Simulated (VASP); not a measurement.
# MgS (P6_3mc) in VASP: single point with PBEsol

Aim: the single point of MgS with PBEsol.

Program: VASP 6.6.1. These are calculated values, not measurements. Logs are shortened: lines on timing, memory, paths and dates and some standing lists are left out, and cuts for length are marked.

### Step 1. The cell of the first run

The structure is hexagonal, space group P6_3mc (No. 186). The conventional cell has a = 4.035 Å, b = 4.035 Å, c = 6.432 Å, α = 90.00°, β = 90.00°, γ = 120.00°. Within 3.2 Å of Mg (site symmetry 3m) lie 4 S at 2.45 to 2.47 Å. S (site symmetry 3m) has 4 Mg at 2.45 to 2.47 Å within 3.2 Å.

### Step 2. Single point, PBEsol

Input file INCAR:

```
SYSTEM = MgS
PREC     = Accurate       ! precision mode
ENCUT    = 600            ! plane-wave cutoff, eV
EDIFF    = 1E-6           ! SCF threshold, eV
ISMEAR   = -1             ! smearing method
SIGMA    = 0.1            ! smearing width, eV
LREAL    = .False.        ! projectors in reciprocal space
LASPH    = .True.         ! aspherical terms in the spheres
NELM     = 120            ! most SCF steps
ALGO     = Normal         ! electronic algorithm
ISIF     = 2              ! what is computed and relaxed
LWAVE    = .False.        ! write WAVECAR
LCHARG   = .False.        ! write CHGCAR
GGA      = PS             ! functional
NBANDS   = 16             ! bands
GGA_COMPAT= .False.
```

Input file KPOINTS:

```
Automatic mesh
0
Gamma
  5 5 3
  0 0 0
```

Input file POSCAR:

```
MgS
1.0
    4.0346220000      0.0000000000      0.0000000000
   -2.0173110000      3.4940850000      0.0000000000
    0.0000000000      0.0000000000      6.4322940000
Mg S
2 2
Direct
    0.6666666667      0.3333333333      0.4957550000
    0.3333333333      0.6666666667      0.9957550000
    0.3333333333      0.6666666667      0.3792440000
    0.6666666667      0.3333333333      0.8792440000
```

Potentials or basis: VASP PAW PBE potentials, release 64 (Mg, S).

The run is started by

```
$ cat potpaw_PBE.64/Mg/POTCAR potpaw_PBE.64/S/POTCAR > POTCAR
$ mpirun -np 1 vasp_std > vasp.out
```

OUTCAR:

```text
SYSTEM = MgS
   PREC = Accurate
   ENCUT = 600
   EDIFF = 1E-6
   ISMEAR = -1
   LREAL = .False.
   LASPH = .True.
   NELM = 120
   ISIF = 2
   GGA = PS

 ion  position               nearest neighbor table
   1  0.667  0.333  0.496-   3 2.45   3 2.45   3 2.45   4 2.47
   2  0.333  0.667  0.996-   4 2.45   4 2.45   4 2.45   3 2.47
   3  0.333  0.667  0.379-   1 2.45   1 2.45   1 2.45   2 2.47
   4  0.667  0.333  0.879-   2 2.45   2 2.45   2 2.45   1 2.47

  LATTYP: Found a hexagonal cell.
 ALAT       =     4.0346220000
 C/A-ratio  =     1.5942742591

  Lattice vectors:

 A1 = (   4.0346220000,   0.0000000000,   0.0000000000)
 A2 = (  -2.0173110000,   3.4940850000,   0.0000000000)
 A3 = (   0.0000000000,   0.0000000000,   6.4322940000)

Analysis of symmetry for initial positions (statically):
=====================================================================
 Subroutine PRICEL returns:
 Original cell was already a primitive cell.

 Routine SETGRP: Setting up the symmetry group for a
 hexagonal supercell.

 Subroutine GETGRP returns: Found 12 space group operations
 (whereof  6 operations were pure point group operations)
 out of a pool of 24 trial point group operations.

The static configuration has the point symmetry C_3v.
 The point group associated with its full space group is C_6v.

Analysis of symmetry for dynamics (positions and initial velocities):
=====================================================================
 Subroutine PRICEL returns:
 Original cell was already a primitive cell.

 Routine SETGRP: Setting up the symmetry group for a
 hexagonal supercell.

 Subroutine GETGRP returns: Found 12 space group operations
 (whereof  6 operations were pure point group operations)
 out of a pool of 24 trial point group operations.

The dynamic configuration has the point symmetry C_3v.
 The point group associated with its full space group is C_6v.

 Subroutine INISYM returns: Found 12 space group operations
 (whereof  6 operations are pure point group operations),
 and found     1 'primitive' translations

----------------------------------------------------------------------------------------

                                     Primitive cell

  volume of cell :      90.6781

  direct lattice vectors                    reciprocal lattice vectors
     4.034622000  0.000000000  0.000000000     0.247854694  0.143098980  0.000000000
    -2.017311000  3.494085000  0.000000000     0.000000000  0.286197960  0.000000000
     0.000000000  0.000000000  6.432294000     0.000000000  0.000000000  0.155465531

[... 75 lines left out ...]
   NSW    =      0    number of steps for IOM
   IBRION =     -1    ionic relax: 0-MD 1-quasi-New 2-CG
   NFREE  =      0    steps in history (QN), initial steepest desc. (CG)
   ISIF   =      2    stress and relaxation
   ISYM   =      2    0-nonsym 1-usesym 2-fastsym
   POTIM  = 0.5000    time-step for ionic-motion
   TEBEG  =    0.0;   TEEND  =   0.0 temperature during run
   PSTRESS=    0.0 pullay stress
   NELECT =      16.0000    total number of electrons
   NUPDOWN=      -1.0000    fix difference up-down
   EMIN   =  10.00;   EMAX   =-10.00  energy-range for DOS
   EFERMI =   0.00;   METHOD = LEGACY
   ISMEAR =    -1;   SIGMA  =   0.10  broadening in eV -4-tet -1-fermi 0-gaus
   EFERMI_NEDOS =   21; number of points for ismear=-14 and -15
   IALGO  =     38    algorithm
   IMIX   =      4    mixing-type and parameters
     AMIX     =   0.40;   BMIX     =  1.00
     AMIX_MAG =   1.60;   BMIX_MAG =  1.00
  volume/ion in A,a.u.               =      22.67       152.98
  Fermi-wavevector in a.u.,A,eV,Ry     =   0.918221  1.735187 11.471488  0.843131
  Thomas-Fermi vector in A             =   2.043279
   LORBIT       =      0    0 simple, 1 ext, 2 COOP (PROOUT), +10 PAW based schemes
   GGA     = PS    functional components
   LHFCALC =     F    Hartree Fock is set to
   AEXX    =    0.0000 exact exchange contribution
   IVDW    =     0    specifies the selected vdW correction
   LEPSILON=     F    determine dielectric tensor
   LRPA    =     F    only Hartree local field effects (RPA)
 non-spin polarized calculation
  energy-cutoff  :      600.00
  volume of cell :       90.68
 maximum number of plane-waves:      3058
   NGX = 17   NGY = 17   NGZ = 25

 number of electron      15.9999998 magnetization

 Free energy of the ion-electron system (eV)
  ---------------------------------------------------
  ext. energy  EPLUGINS =         0.00000000
  ---------------------------------------------------
  free energy    TOTEN  =       -17.86948450 eV

  energy without entropy =      -17.86948449  energy(sigma->0) =      -17.86948450

 E-fermi :   2.8398     XC(G=0):  -8.5695

 val. band max:        1.1387533086   @ k =   0.0000   0.0000   0.0000
 cond. band min:       4.4078633266   @ k =   0.0000   0.0000   0.0000
 fundamental gap:      3.2691100180
 Fermi energy:         2.8397513011

 k-point     1 :       0.0000    0.0000    0.0000
  band No.  band energies     occupation
      1     -10.2747      2.00000
      2      -9.5318      2.00000
      3      -2.1393      2.00000
      4       0.5513      2.00000
      5       0.5513      2.00000
      6       0.9759      2.00000
[... 167 lines left out ...]
      3      -1.8624      2.00000
      4      -1.6695      2.00000
      5      -0.7697      2.00000
      6      -0.2867      2.00000
[... 8 lines left out ...]
     15      10.5082      0.00000
     16      11.1671      0.00000

------------------------ aborting loop because EDIFF is reached ----------------------------------------

  FORCE on cell =-STRESS in cart. coord.  units (eV):
  Direction    XX          YY          ZZ          XY          YZ          ZX
  --------------------------------------------------------------------------------------
  -------------------------------------------------------------------------------------
  Total       -0.1462835     -0.1462834     -0.3459524      0.0000000      0.0000000      0.0000000
  in kB       -2.5846611     -2.5846609     -6.1125829      0.0000000      0.0000000      0.0000000
  external PRESSURE =      -3.7606349 kB  Pullay stress =       0.0000000 kB

 VOLUME and BASIS-vectors are now :
 -----------------------------------------------------------------------------
  energy-cutoff  :      600.00
  volume of cell :       90.68
      direct lattice vectors                 reciprocal lattice vectors
     4.034622000  0.000000000  0.000000000     0.247854694  0.143098980  0.000000000
    -2.017311000  3.494085000  0.000000000     0.000000000  0.286197960  0.000000000
     0.000000000  0.000000000  6.432294000     0.000000000  0.000000000  0.155465531

 POSITION                                       TOTAL-FORCE (eV/Angst)
 -----------------------------------------------------------------------------------
      2.01731      1.16469      3.18884         0.000000     -0.000000      0.044763
     -0.00000      2.32939      6.40499        -0.000000      0.000000      0.044763
     -0.00000      2.32939      2.43941        -0.000000     -0.000000     -0.044763
      2.01731      1.16469      5.65556         0.000000      0.000000     -0.044763
 -----------------------------------------------------------------------------------
    total drift:                               -0.000000      0.000000     -0.000166

  FREE ENERGIE OF THE ION-ELECTRON SYSTEM (eV)
  ---------------------------------------------------
  free  energy   TOTEN  =       -17.8694845027 eV

  energy  without entropy=      -17.8694844876  energy(sigma->0) =      -17.86948450
```

stdout:

```text
POSCAR found type information on POSCAR MgS
 POSCAR found :  2 types and       4 ions
 scaLAPACK will be used
 -----------------------------------------------------------------------------
|                                                                             |
|                                                                             |
|     You enforced a specific xc type in the INCAR file but a different       |
|     I HOPE YOU KNOW WHAT YOU ARE DOING!                                     |
|                                                                             |
 -----------------------------------------------------------------------------

 LDA part: xc-table for (Slater+PW92), standard interpolation
 POSCAR, INCAR and KPOINTS ok, starting setup
 FFT: planning ... GRIDC
 FFT: planning ... GRID_SOFT
 FFT: planning ... GRID
 WAVECAR not read
 entering main loop
```

It took 24 s on 1 thread of Intel Xeon 8259CL, shared host; peak memory 0.23 GiB.

What came out:

| Quantity | Value |
| --- | --- |
| Free energy | -17.8695 eV |
| Pressure | -0.4 GPa |
| Largest force | 0.045 eV/Å |
| Band gap on the k mesh | 3.27 eV |

Forces in eV/Å, atoms in the order of the input:
```
Mg   0.000  0.000  0.045
Mg   0.000  0.000  0.045
S    0.000  0.000 -0.045
S    0.000  0.000 -0.045
```

Levels at points of the mesh, in eV from the valence-band top:
```csv
k point,band 4,band 5,band 6,band 7,band 8,band 9,band 10,band 11,band 12,band 13
"(0.00, 0.00, 0.00)",-0.59,-0.59,-0.16,-0.16,0.00,3.27,4.56,7.38,7.38,8.14
```

Caveat: the PAW data sets were made with another functional, which shifts forces and pressure a little.
